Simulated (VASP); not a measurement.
# ZrC (P6_3/mmc) in VASP: relaxation of cell and atoms with PBE

Aim: the relaxation of cell and atoms of ZrC with PBE.

All numbers are computed with VASP 6.6.1; they aren't measurements. Logs are shortened: lines on timing, memory, paths and dates and some standing lists are left out, and cuts for length are marked.

**1. The cell of the first run**

The structure is hexagonal, space group P6_3/mmc (No. 194). Conventional cell: a = 3.391 Å, b = 3.391 Å, c = 5.290 Å, α = 90.00°, β = 90.00°, γ = 120.00°. Zr (site symmetry -6m2) has 6 C at 2.36 Å within 3.1 Å. Within 3.1 Å of C (site symmetry -3m) lie 6 Zr at 2.36 Å and 2 C at 2.65 Å.

**2. Relaxation of cell and atoms, PBE**

The input, INCAR:

```
PREC     = Accurate       # precision mode
ENCUT    = 600            # plane-wave cutoff, eV
EDIFF    = 1E-7           # SCF threshold, eV
ISMEAR   = 0              # smearing method
SIGMA    = 0.1            # smearing width, eV
LREAL    = F              # projectors in reciprocal space
LASPH    = T              # aspherical terms in the spheres
NELM     = 60             # most SCF steps
ALGO     = Normal         # electronic algorithm
ISIF     = 3              # what is computed and relaxed
LWAVE    = F              # write WAVECAR
LCHARG   = F              # write CHGCAR
GGA      = PE             # functional
IBRION   = 2              # ionic algorithm
NSW      = 100            # ionic steps
EDIFFG   = -0.01          # ionic threshold
```

The input, KPOINTS:

```
Automatic mesh
0
Gamma
  18 18 10
```

The input, POSCAR:

```
ZrC
1.0
    3.3914762400      0.0000000000      0.0000000000
   -1.6957381200      2.9371045800      0.0000000000
    0.0000000000      0.0000000000      5.2900528900
Zr C
2 2
Direct
    0.3333333300      0.6666666700      0.2500000000
    0.6666666700      0.3333333300      0.7500000000
    0.0000000000      0.0000000000      0.0000000000
    0.0000000000      0.0000000000      0.5000000000
```

Potentials or basis: VASP PAW PBE potentials, release 64 (Zr_sv, C).

On the command line:

```sh
$ cat potpaw_PBE.64/Zr_sv/POTCAR potpaw_PBE.64/C/POTCAR > POTCAR
$ mpirun -np 1 vasp_std > vasp.out
```

OUTCAR:

```text
PREC = Accurate
   ENCUT = 600
   EDIFF = 1E-7
   ISMEAR = 0
   LREAL = F
   LASPH = T
   NELM = 60
   ISIF = 3
   GGA = PE
   IBRION = 2
   NSW = 100
   EDIFFG = -0.01

 ion  position               nearest neighbor table
   1  0.333  0.667  0.250-   3 2.36   4 2.36   3 2.36   4 2.36   3 2.36   4 2.36   2 3.29   2 3.29
                             2 3.29   2 3.29   2 3.29   2 3.29
   2  0.667  0.333  0.750-   3 2.36   4 2.36   3 2.36   4 2.36   3 2.36   4 2.36   1 3.29   1 3.29
                             1 3.29   1 3.29   1 3.29   1 3.29
   3  0.000  0.000  0.000-   1 2.36   2 2.36   1 2.36   2 2.36   2 2.36   1 2.36
   4  0.000  0.000  0.500-   1 2.36   2 2.36   1 2.36   2 2.36   2 2.36   1 2.36

  LATTYP: Found a hexagonal cell.
 ALAT       =     3.3914762400
 C/A-ratio  =     1.5598083300

  Lattice vectors:

 A1 = (   3.3914762400,   0.0000000000,   0.0000000000)
 A2 = (  -1.6957381200,   2.9371045800,   0.0000000000)
 A3 = (   0.0000000000,   0.0000000000,   5.2900528900)

Analysis of symmetry for initial positions (statically):
=====================================================================
 Subroutine PRICEL returns:
 Original cell was already a primitive cell.

 Routine SETGRP: Setting up the symmetry group for a
 hexagonal supercell.

 Subroutine GETGRP returns: Found 24 space group operations
 (whereof 12 operations were pure point group operations)
 out of a pool of 24 trial point group operations.

The static configuration has the point symmetry D_3d.
 The point group associated with its full space group is D_6h.

Analysis of symmetry for dynamics (positions and initial velocities):
=====================================================================
 Subroutine PRICEL returns:
 Original cell was already a primitive cell.

 Routine SETGRP: Setting up the symmetry group for a
 hexagonal supercell.

 Subroutine GETGRP returns: Found 24 space group operations
 (whereof 12 operations were pure point group operations)
 out of a pool of 24 trial point group operations.

The dynamic configuration has the point symmetry D_3d.
 The point group associated with its full space group is D_6h.

 Subroutine INISYM returns: Found 24 space group operations
 (whereof 12 operations are pure point group operations),
 and found     1 'primitive' translations

----------------------------------------------------------------------------------------

                                     Primitive cell

  volume of cell :      52.6949

  direct lattice vectors                    reciprocal lattice vectors
     3.391476240  0.000000000  0.000000000     0.294856850  0.170235682  0.000000000
    -1.695738120  2.937104580  0.000000000     0.000000000  0.340471363  0.000000000
     0.000000000  0.000000000  5.290052890     0.000000000  0.000000000  0.189034027

  length of vectors
     3.391476240  3.391476240  5.290052890     0.340471363  0.340471363  0.189034027

  position of ions in fractional coordinates (direct lattice)
     0.333333330  0.666666670  0.250000000
     0.666666670  0.333333330  0.750000000
     0.000000000  0.000000000  0.000000000
     0.000000000  0.000000000  0.500000000

  ion indices of the primitive-cell ions
   primitive index   ion index
                 1           1
                 2           2
                 3           3
                 4           4

----------------------------------------------------------------------------------------

 KPOINTS: Automatic mesh

Automatic generation of k-mesh.
 Grid dimensions read from file:
 generate k-points for:   18   18   10

 Generating k-lattice:

  Cartesian coordinates                     Fractional coordinates (reciprocal lattice)
     0.016380936  0.009457538  0.000000000     0.055555556  0.000000000  0.000000000
     0.000000000  0.018915076  0.000000000     0.000000000  0.055555556  0.000000000
     0.000000000  0.000000000  0.018903403     0.000000000  0.000000000  0.100000000

  Length of vectors
     0.018915076  0.018915076  0.018903403

  Shift w.r.t. Gamma in fractional coordinates (k-lattice)
     0.000000000  0.000000000  0.000000000

 Subroutine IBZKPT returns following result:
 ===========================================

 Found    222 irreducible k-points:

 Following reciprocal coordinates:
            Coordinates               Weight
  0.000000  0.000000  0.000000      1.000000
  0.055556  0.000000  0.000000      6.000000
  0.111111  0.000000  0.000000      6.000000
  0.166667  0.000000  0.000000      6.000000
  0.222222  0.000000  0.000000      6.000000
  0.277778  0.000000  0.000000      6.000000
[... 16 lines left out ...]
  0.333333  0.111111  0.000000     12.000000
  0.388889  0.111111  0.000000     12.000000
 [... further k-points ...]
   k-points           NKPTS =    222   k-points in BZ     NKDIM =    222   number of bands    NBANDS=     20
   number of dos      NEDOS =    301   number of ions     NIONS =      4
   total plane-waves  NPLWV =  32928
   dimension x,y,z NGX =    28 NGY =   28 NGZ =   42
   dimension x,y,z NGXF=    56 NGYF=   56 NGZF=   84
   ions per type =               2   2
   NGX,Y,Z   is equivalent  to a cutoff of  13.73, 13.73, 13.20 a.u.
   NGXF,Y,Z  is equivalent  to a cutoff of  27.45, 27.45, 26.40 a.u.
 SYSTEM =  unknown system
   PREC   = accura    normal or accurate (medium, high low for compatibility)
   ISTART =      0    job   : 0-new  1-cont  2-samecut
   ICHARG =      2    charge: 1-file 2-atom 10-const
   ISPIN  =      1    spin polarized calculation?
   LNONCOLLINEAR =      F non collinear calculations
   LSORBIT =      F    spin-orbit coupling
   LASPH  =      T    aspherical Exc in radial PAW
   ENCUT  =  600.0 eV  44.10 Ry    6.64 a.u.   6.77  6.77 10.57*2*pi/ulx,y,z
   NELM   =     60;   NELMIN=  2; NELMDL= -5     # of ELM steps
   EDIFF  = 0.1E-06   stopping-criterion for ELM
   LREAL  =      F    real-space projection
   EDIFFG = -.1E-01   stopping-criterion for IOM
   NSW    =    100    number of steps for IOM
   IBRION =      2    ionic relax: 0-MD 1-quasi-New 2-CG
   NFREE  =      1    steps in history (QN), initial steepest desc. (CG)
   ISIF   =      3    stress and relaxation
   ISYM   =      2    0-nonsym 1-usesym 2-fastsym
   POTIM  = 0.5000    time-step for ionic-motion
   TEBEG  =    0.0;   TEEND  =   0.0 temperature during run
   PSTRESS=    0.0 pullay stress
   NELECT =      32.0000    total number of electrons
   NUPDOWN=      -1.0000    fix difference up-down
   EMIN   =  10.00;   EMAX   =-10.00  energy-range for DOS
   EFERMI =   0.00;   METHOD = LEGACY
   ISMEAR =     0;   SIGMA  =   0.10  broadening in eV -4-tet -1-fermi 0-gaus
   EFERMI_NEDOS =   21; number of points for ismear=-14 and -15
   IALGO  =     38    algorithm
   IMIX   =      4    mixing-type and parameters
     AMIX     =   0.40;   BMIX     =  1.00
     AMIX_MAG =   1.60;   BMIX_MAG =  1.00
  volume/ion in A,a.u.               =      13.17        88.90
  Fermi-wavevector in a.u.,A,eV,Ry     =   1.386337  2.619797 26.149442  1.921930
  Thomas-Fermi vector in A             =   2.510662
   LORBIT       =      0    0 simple, 1 ext, 2 COOP (PROOUT), +10 PAW based schemes
   GGA     = PE    functional components
   LHFCALC =     F    Hartree Fock is set to
   AEXX    =    0.0000 exact exchange contribution
   IVDW    =     0    specifies the selected vdW correction
   LEPSILON=     F    determine dielectric tensor
   LRPA    =     F    only Hartree local field effects (RPA)
 conjugate gradient relaxation of ions
 non-spin polarized calculation
 Gauss-broadening in eV      SIGMA  =   0.10
  energy-cutoff  :      600.00
  volume of cell :       52.69
 maximum number of plane-waves:      1782
 NGX is ok and might be reduce to    28
   NGX = 13   NGY = 13   NGZ = 21

--------------------------------------- Ionic step        1  -------------------------------------------

 number of electron      32.0000001 magnetization

 Free energy of the ion-electron system (eV)
  ---------------------------------------------------
  ext. energy  EPLUGINS =         0.00000000
  ---------------------------------------------------
  free energy    TOTEN  =       -38.25147264 eV

  energy without entropy =      -38.24842980  energy(sigma->0) =      -38.24995122

------------------------ aborting loop because EDIFF is reached ----------------------------------------

  FORCE on cell =-STRESS in cart. coord.  units (eV):
  Direction    XX          YY          ZZ          XY          YZ          ZX
  --------------------------------------------------------------------------------------
  -------------------------------------------------------------------------------------
  Total       -0.8617163     -0.8617163     -0.3986706      0.0000000     -0.0000000      0.0000000
  in kB      -26.2003257    -26.2003257    -12.1215054      0.0000000     -0.0000000      0.0000000
  external PRESSURE =     -21.5073856 kB  Pullay stress =       0.0000000 kB
[... 23 lines left out ...]
  energy  without entropy=      -38.2484298017  energy(sigma->0) =      -38.24995122

--------------------------------------- Ionic step        2  -------------------------------------------

 number of electron      32.0000000 magnetization

 E-fermi :  10.1326     XC(G=0): -12.1900

 val. band max:       10.0931329568   @ k =   0.2222   0.1667   0.2000
 cond. band min:      10.1388532077   @ k =   0.3889   0.2222   0.0000
 fundamental gap:      0.0457202509
 Fermi energy:        10.1325659966

 k-point     1 :       0.0000    0.0000    0.0000
  band No.  band energies     occupation
      1     -38.2306      2.00000
      2     -38.1066      2.00000
      3     -16.8354      2.00000
      4     -16.0696      2.00000
      5     -16.0696      2.00000
      6     -15.9677      2.00000
[... 12 lines left out ...]
     19      11.7574      0.00000
[... 641 lines left out ...]
  energy  without entropy=      -38.2530026850  energy(sigma->0) =      -38.25450163

--------------------------------------- Ionic step        5  -------------------------------------------

 number of electron      32.0000000 magnetization

 Free energy of the ion-electron system (eV)
  ---------------------------------------------------
  ext. energy  EPLUGINS =         0.00000000
  ---------------------------------------------------
  free energy    TOTEN  =       -38.25603641 eV

  energy without entropy =      -38.25304466  energy(sigma->0) =      -38.25454053

 E-fermi :   9.9540     XC(G=0): -12.1116

 val. band max:        9.9200476405   @ k =   0.2778   0.2778   0.0000
 cond. band min:       9.9637306132   @ k =   0.3889   0.2222   0.0000
 fundamental gap:      0.0436829726
 Fermi energy:         9.9539761584

 k-point     1 :       0.0000    0.0000    0.0000
  band No.  band energies     occupation
      1     -38.4728      2.00000
      2     -38.3578      2.00000
      3     -17.0382      2.00000
      4     -16.3155      2.00000
      5     -16.3155      2.00000
      6     -16.2189      2.00000
[... 12 lines left out ...]
     19      11.5558      0.00000
[... 561 lines left out ...]
  FREE ENERGIE OF THE ION-ELECTRON SYSTEM (eV)
  ---------------------------------------------------
  free  energy   TOTEN  =       -38.2560364054 eV

  energy  without entropy=      -38.2530446596  energy(sigma->0) =      -38.25454053

 reached required accuracy - stopping structural energy minimisation
```

Run time: 8 min. Hardware: 1 thread of AMD EPYC 9R45 (Zen 5), shared host; peak memory 0.35 GiB.

What came out:

```
Free energy                            : -38.2560 eV
Relaxed volume                         : 13.04 Å³/atom
Relaxed cell                           : a = 3.373 Å, b = 3.373 Å, c = 5.297 Å, α = 90.00°, β = 90.00°, γ = 120.00°
Space group after relaxing (to 0.05 Å) : P6_3/mmc (No. 194)
Energy gained by relaxing              : 1.1 meV/atom
Ionic steps                            : 5
Pressure after relaxing                : 0.0 GPa
Band gap on the k mesh                 : zero (band 16 reaches 10.83 eV, above the bottom of band 17 at 9.76 eV)
```

The path:
```csv
step,energy change (eV),largest force (eV/Å),pressure (GPa),volume (Å³)
1,0.0000,0.0000,-2.15,52.69
2,0.0045,0.0000,3.58,51.36
3,-0.0041,0.0000,0.12,52.14
4,-0.0045,0.0000,0.03,52.17
5,-0.0046,0.0000,-0.01,52.18
```

Final structure:
```
Zr C
1.0
     3.37269    0.00000    0.00000
    -1.68635    2.92084    0.00000
     0.00000    0.00000    5.29682
Zr C
2 2
Cartesian
  0.0000 1.9472 1.3242
  1.6863 0.9736 3.9726
  0.0000 0.0000 0.0000
  0.0000 0.0000 2.6484
```

Levels at points of the mesh, in eV from the Fermi level:
| k point | band 14 | band 15 | band 16 | band 17 | band 18 | band 19 |
| --- | --- | --- | --- | --- | --- | --- |
| (0.00, 0.00, 0.00) | -1.20 | -1.20 | 0.84 | 1.17 | 1.17 | 1.60 |
| (0.50, 0.00, 0.00) | -2.99 | -1.58 | -0.85 | 1.35 | 4.09 | 4.13 |
| (0.00, 0.00, 0.50) | -2.51 | -2.51 | -2.51 | 3.32 | 3.32 | 3.32 |
| (0.50, 0.00, 0.50) | -2.86 | -2.21 | -2.21 | 1.37 | 1.37 | 4.00 |
